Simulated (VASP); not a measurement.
**TaN: single point with PBEsol**

TaN:

```
CELL_PARAMETERS angstrom
2.92399 0.00000 0.00000
-1.46199 2.53225 0.00000
0.00000 0.00000 2.87073
ATOMIC_POSITIONS crystal
Ta 0.33333 0.66667 0.50000
N 0.00000 0.00000 0.00000
```

```json
{"Program": "VASP 6.6.1", "Task": "single point", "Functional": "PBEsol", "Potentials or basis": "VASP PAW PBE potentials, release 64 (Ta_pv, N)", "Cutoff": "520 eV", "k mesh": "18 × 18 × 14", "Occupations": "gaussian, width 0.1 eV", "Spin": "no spin polarisation", "Dipole correction": "no", "k mesh for the DOS": "27 × 27 × 21", "Occupations for the DOS": "tetrahedron", "Further INCAR settings": "ALGO = Normal; EDIFF = 1e-06; NBANDS = 15"}
```

- Valence electrons inside the program's atomic spheres: Ta 9.04; N 3.72

Levels at points of the mesh, in eV from the Fermi level:
```tsv
k point	band 5	band 6	band 7	band 8	band 9	band 10	band 11	band 12
(0.00, 0.00, 0.00)	-4.59	-4.59	-4.27	-2.90	2.35	3.68	3.68	4.08
```

It took 2.6 min on 1 thread of Intel(R) Xeon(R) Platinum 8259CL CPU @ 2.50GHz (Skylake/Cascade Lake) (shared host), peak memory 0.4 GiB.

Caveat: spin-orbit coupling is left out, which moves the levels of the heavy elements.
